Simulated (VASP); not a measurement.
# HgP (P6_3/mmc) in VASP: single point with PBEsol

Aim: the single point of HgP with PBEsol.

Everything below comes from runs of VASP 6.6.1. Logs are shortened: lines on timing, memory, paths and dates and some standing lists are left out, and cuts for length are marked.

### 1 The cell of the first run

The structure is hexagonal, space group P6_3/mmc (No. 194). Conventional cell: a = 3.608 Å, b = 3.608 Å, c = 6.831 Å, α = 90.00°, β = 90.00°, γ = 120.00°. Hg (site symmetry -3m) has 6 P at 2.69 Å and 8 Hg at 3.42 to 3.61 Å within 3.7 Å. Within 3.7 Å of P (site symmetry -6m2) lie 6 Hg at 2.69 Å and 6 P at 3.61 Å.

### 2 Single point, PBEsol (19.25 Å³/atom)

File INCAR:

```
ALGO = Normal
EDIFF = 1E-6
ENCUT = 550
GGA = PS
GGA_COMPAT = False
ISIF = 2
ISMEAR = 0
LASPH = True
LCHARG = False
LREAL = False
LWAVE = False
NBANDS = 33
NELM = 120
PREC = Accurate
SIGMA = 0.05
```

File KPOINTS:

```
k-points
0
Gamma
  10 10 6
```

File POSCAR:

```
HgP
1.0
    3.6080160989      0.0000000000      0.0000000000
   -1.8040080494      3.1246335989      0.0000000000
    0.0000000000      0.0000000000      6.8308550239
Hg P
2 2
Direct
    0.0000000000      0.0000000000      0.0000000000
    0.0000000000      0.0000000000      0.5000000000
    0.3333333333      0.6666666667      0.2500000000
    0.6666666667      0.3333333333      0.7500000000
```

Potentials or basis: VASP PAW PBE potentials, release 64 (Hg_sv_GW, P).

The run is started by

```
> cat potpaw_PBE.64/Hg_sv_GW/POTCAR potpaw_PBE.64/P/POTCAR > POTCAR
> mpirun -np 1 vasp_std > vasp.out
```

OUTCAR:

```text
EDIFF = 1E-6
   ENCUT = 550
   GGA = PS
   ISIF = 2
   ISMEAR = 0
   LASPH = True
   LREAL = False
   NELM = 120
   PREC = Accurate

 ion  position               nearest neighbor table
   1  0.000  0.000  0.000-   3 2.69   4 2.69   3 2.69   4 2.69   4 2.69   3 2.69
   2  0.000  0.000  0.500-   3 2.69   4 2.69   3 2.69   4 2.69   4 2.69   3 2.69
   3  0.333  0.667  0.250-   1 2.69   2 2.69   1 2.69   2 2.69   1 2.69   2 2.69
   4  0.667  0.333  0.750-   1 2.69   2 2.69   1 2.69   2 2.69   1 2.69   2 2.69

  LATTYP: Found a hexagonal cell.
 ALAT       =     3.6080160989
 C/A-ratio  =     1.8932440534

  Lattice vectors:

 A1 = (   3.6080160989,   0.0000000000,   0.0000000000)
 A2 = (  -1.8040080494,   3.1246335989,   0.0000000000)
 A3 = (   0.0000000000,   0.0000000000,   6.8308550239)

Analysis of symmetry for initial positions (statically):
=====================================================================
 Subroutine PRICEL returns:
 Original cell was already a primitive cell.

 Routine SETGRP: Setting up the symmetry group for a
 hexagonal supercell.

 Subroutine GETGRP returns: Found 24 space group operations
 (whereof 12 operations were pure point group operations)
 out of a pool of 24 trial point group operations.

The static configuration has the point symmetry D_3d.
 The point group associated with its full space group is D_6h.

Analysis of symmetry for dynamics (positions and initial velocities):
=====================================================================
 Subroutine PRICEL returns:
 Original cell was already a primitive cell.

 Routine SETGRP: Setting up the symmetry group for a
 hexagonal supercell.

 Subroutine GETGRP returns: Found 24 space group operations
 (whereof 12 operations were pure point group operations)
 out of a pool of 24 trial point group operations.

The dynamic configuration has the point symmetry D_3d.
 The point group associated with its full space group is D_6h.

 Subroutine INISYM returns: Found 24 space group operations
 (whereof 12 operations are pure point group operations),
 and found     1 'primitive' translations

----------------------------------------------------------------------------------------

                                     Primitive cell

  volume of cell :      77.0092

  direct lattice vectors                    reciprocal lattice vectors
     3.608016099  0.000000000  0.000000000     0.277160626  0.160018762  0.000000000
    -1.804008049  3.124633599  0.000000000     0.000000000  0.320037524  0.000000000
     0.000000000  0.000000000  6.830855024     0.000000000  0.000000000  0.146394558

  length of vectors
     3.608016099  3.608016099  6.830855024     0.320037524  0.320037524  0.146394558

  position of ions in fractional coordinates (direct lattice)
     0.000000000  0.000000000  0.000000000
     0.000000000  0.000000000  0.500000000
     0.333333333  0.666666667  0.250000000
     0.666666667  0.333333333  0.750000000

  ion indices of the primitive-cell ions
   primitive index   ion index
                 1           1
                 2           2
                 3           3
                 4           4

----------------------------------------------------------------------------------------

 KPOINTS: k-points

Automatic generation of k-mesh.
 Grid dimensions read from file:
 generate k-points for:   10   10    6

 Generating k-lattice:

  Cartesian coordinates                     Fractional coordinates (reciprocal lattice)
     0.027716063  0.016001876  0.000000000     0.100000000  0.000000000  0.000000000
     0.000000000  0.032003752  0.000000000     0.000000000  0.100000000  0.000000000
     0.000000000  0.000000000  0.024399093     0.000000000  0.000000000  0.166666667

  Length of vectors
     0.032003752  0.032003752  0.024399093

  Shift w.r.t. Gamma in fractional coordinates (k-lattice)
     0.000000000  0.000000000  0.000000000

 Subroutine IBZKPT returns following result:
 ===========================================

 Found     56 irreducible k-points:

 Following reciprocal coordinates:
            Coordinates               Weight
  0.000000  0.000000  0.000000      1.000000
  0.100000  0.000000  0.000000      6.000000
  0.200000  0.000000  0.000000      6.000000
  0.300000 -0.000000  0.000000      6.000000
  0.400000 -0.000000  0.000000      6.000000
  0.500000  0.000000  0.000000      3.000000
[... 16 lines left out ...]
  0.300000  0.100000  0.166667     24.000000
  0.400000  0.100000  0.166667     24.000000
 [... further k-points ...]
   k-points           NKPTS =     56   k-points in BZ     NKDIM =     56   number of bands    NBANDS=     33
   number of dos      NEDOS =    301   number of ions     NIONS =      4
   total plane-waves  NPLWV =  42336
   dimension x,y,z NGX =    28 NGY =   28 NGZ =   54
   dimension x,y,z NGXF=    56 NGYF=   56 NGZF=  108
   ions per type =               2   2
   NGX,Y,Z   is equivalent  to a cutoff of  12.90, 12.90, 13.14 a.u.
   NGXF,Y,Z  is equivalent  to a cutoff of  25.80, 25.80, 26.28 a.u.
 SYSTEM =  unknown system
   PREC   = accura    normal or accurate (medium, high low for compatibility)
   ISTART =      0    job   : 0-new  1-cont  2-samecut
   ICHARG =      2    charge: 1-file 2-atom 10-const
   ISPIN  =      1    spin polarized calculation?
   LNONCOLLINEAR =      F non collinear calculations
   LSORBIT =      F    spin-orbit coupling
   LASPH  =      T    aspherical Exc in radial PAW
   ENCUT  =  550.0 eV  40.42 Ry    6.36 a.u.   6.90  6.90 13.06*2*pi/ulx,y,z
   NELM   =    120;   NELMIN=  2; NELMDL= -5     # of ELM steps
   EDIFF  = 0.1E-05   stopping-criterion for ELM
   LREAL  =      F    real-space projection
   EDIFFG = 0.1E-04   stopping-criterion for IOM
   NSW    =      0    number of steps for IOM
   IBRION =     -1    ionic relax: 0-MD 1-quasi-New 2-CG
   NFREE  =      0    steps in history (QN), initial steepest desc. (CG)
   ISIF   =      2    stress and relaxation
   ISYM   =      2    0-nonsym 1-usesym 2-fastsym
   POTIM  = 0.5000    time-step for ionic-motion
   TEBEG  =    0.0;   TEEND  =   0.0 temperature during run
   PSTRESS=    0.0 pullay stress
   NELECT =      50.0000    total number of electrons
   NUPDOWN=      -1.0000    fix difference up-down
   EMIN   =  10.00;   EMAX   =-10.00  energy-range for DOS
   EFERMI =   0.00;   METHOD = LEGACY
   ISMEAR =     0;   SIGMA  =   0.05  broadening in eV -4-tet -1-fermi 0-gaus
   EFERMI_NEDOS =   21; number of points for ismear=-14 and -15
   IALGO  =     38    algorithm
   IMIX   =      4    mixing-type and parameters
     AMIX     =   0.40;   BMIX     =  1.00
     AMIX_MAG =   1.60;   BMIX_MAG =  1.00
  volume/ion in A,a.u.               =      19.25       129.92
  Fermi-wavevector in a.u.,A,eV,Ry     =   1.417590  2.678857 27.341740  2.009561
  Thomas-Fermi vector in A             =   2.538804
   LORBIT       =      0    0 simple, 1 ext, 2 COOP (PROOUT), +10 PAW based schemes
   GGA     = PS    functional components
   LHFCALC =     F    Hartree Fock is set to
   AEXX    =    0.0000 exact exchange contribution
   IVDW    =     0    specifies the selected vdW correction
   LEPSILON=     F    determine dielectric tensor
   LRPA    =     F    only Hartree local field effects (RPA)
 non-spin polarized calculation
 Gauss-broadening in eV      SIGMA  =   0.05
  energy-cutoff  :      550.00
  volume of cell :       77.01
 maximum number of plane-waves:      2274
 NGX is ok and might be reduce to    28
   NGX = 13   NGY = 13   NGZ = 27

 number of electron      49.9999996 magnetization

 Free energy of the ion-electron system (eV)
  ---------------------------------------------------
  ext. energy  EPLUGINS =         0.00000000
  ---------------------------------------------------
  free energy    TOTEN  =       -10.69212165 eV

  energy without entropy =      -10.69005730  energy(sigma->0) =      -10.69108947

 E-fermi :   6.8506     XC(G=0): -11.4498

 val. band max:        6.8180607603   @ k =   0.2000   0.1000   0.1667
 cond. band min:       6.8655931089   @ k =   0.2000   0.1000   0.5000
 fundamental gap:      0.0475323486
 Fermi energy:         6.8505937919

 k-point     1 :       0.0000    0.0000    0.0000
  band No.  band energies     occupation
      1    -108.3323      2.00000
      2    -108.3322      2.00000
      3     -56.6329      2.00000
      4     -56.6247      2.00000
      5     -56.6106      2.00000
      6     -56.6106      2.00000
[... 25 lines left out ...]
     32      15.0187      0.00000
     33      15.9870      0.00000

 k-point     2 :       0.1000    0.0000    0.0000
  band No.  band energies     occupation
      1    -108.3323      2.00000
      2    -108.3322      2.00000
      3     -56.6329      2.00000
      4     -56.6246      2.00000
      5     -56.6111      2.00000
      6     -56.6107      2.00000
[... 25 lines left out ...]
     32      15.1720      0.00000
     33      15.4862      0.00000

 k-point     3 :       0.2000    0.0000    0.0000
  band No.  band energies     occupation
      1    -108.3323      2.00000
      2    -108.3322      2.00000
      3     -56.6328      2.00000
      4     -56.6244      2.00000
      5     -56.6124      2.00000
      6     -56.6118      2.00000
[... 25 lines left out ...]
     32      14.2415      0.00000
     33      14.6660      0.00000

 k-point     4 :       0.3000   -0.0000    0.0000
  band No.  band energies     occupation
      1    -108.3323      2.00000
      2    -108.3322      2.00000
      3     -56.6326      2.00000
      4     -56.6242      2.00000
      5     -56.6141      2.00000
      6     -56.6134      2.00000
[... 25 lines left out ...]
     32      13.5512      0.00000
     33      15.0205      0.00000

 k-point     5 :       0.4000   -0.0000    0.0000
  band No.  band energies     occupation
      1    -108.3323      2.00000
      2    -108.3321      2.00000
      3     -56.6325      2.00000
      4     -56.6241      2.00000
      5     -56.6154      2.00000
      6     -56.6147      2.00000
[... 604 lines left out ...]
 k-point    22 :       0.2000    0.1000    0.1667
  band No.  band energies     occupation
      1    -108.3323      2.00000
      2    -108.3322      2.00000
      3     -56.6321      2.00000
      4     -56.6249      2.00000
      5     -56.6133      2.00000
      6     -56.6127      2.00000
[... 25 lines left out ...]
     32      14.2531      0.00000
     33      14.6612      0.00000

 k-point    23 :       0.3000    0.1000    0.1667
  band No.  band energies     occupation
      1    -108.3323      2.00000
      2    -108.3322      2.00000
      3     -56.6320      2.00000
      4     -56.6247      2.00000
      5     -56.6147      2.00000
      6     -56.6142      2.00000
[... 25 lines left out ...]
     32      13.7849      0.00000
     33      15.3216      0.00000

 k-point    24 :       0.4000    0.1000    0.1667
  band No.  band energies     occupation
      1    -108.3323      2.00000
      2    -108.3321      2.00000
      3     -56.6319      2.00000
      4     -56.6246      2.00000
      5     -56.6155      2.00000
      6     -56.6150      2.00000
[... 25 lines left out ...]
     32      13.8176      0.00000
     33      15.5435      0.00000

 [... further k-points ...]
[... 5 lines left out ...]
  --------------------------------------------------------------------------------------
  -------------------------------------------------------------------------------------
  Total        1.7046882      1.7046882      1.7380584      0.0000000      0.0000000     -0.0000000
  in kB       35.4660571     35.4660571     36.1603237      0.0000000      0.0000000     -0.0000000
  external PRESSURE =      35.6974793 kB  Pullay stress =       0.0000000 kB

 VOLUME and BASIS-vectors are now :
 -----------------------------------------------------------------------------
  energy-cutoff  :      550.00
  volume of cell :       77.01
      direct lattice vectors                 reciprocal lattice vectors
     3.608016099  0.000000000  0.000000000     0.277160626  0.160018762  0.000000000
    -1.804008049  3.124633599  0.000000000     0.000000000  0.320037524  0.000000000
     0.000000000  0.000000000  6.830855024     0.000000000  0.000000000  0.146394558

 POSITION                                       TOTAL-FORCE (eV/Angst)
 -----------------------------------------------------------------------------------
      0.00000      0.00000      0.00000         0.000000     -0.000000     -0.000000
      0.00000      0.00000      3.41543         0.000000     -0.000000     -0.000000
     -0.00000      2.08309      1.70771        -0.000000      0.000000      0.000000
      1.80401      1.04154      5.12314         0.000000     -0.000000      0.000000
 -----------------------------------------------------------------------------------
    total drift:                               -0.000000      0.000000      0.000000

  FREE ENERGIE OF THE ION-ELECTRON SYSTEM (eV)
  ---------------------------------------------------
  free  energy   TOTEN  =       -10.6921216492 eV

  energy  without entropy=      -10.6900572950  energy(sigma->0) =      -10.69108947
```

Wall time 1.8 min (1 thread of AMD EPYC 7R13 (Zen 3), shared host); peak memory 0.27 GiB.

What came out:

```
Free energy            : -10.6921 eV
Pressure               : 3.6 GPa
Band gap on the k mesh : zero (bands 25 and 26 overlap by 3.08 eV)
```

Caveat: the cell stands under pressure; the PAW data sets were made with another functional, which shifts forces and pressure a little; spin-orbit coupling is left out, which moves the levels of the heavy elements.

The gap in the log of VASP goes by the Fermi energy; the results here count the filled bands.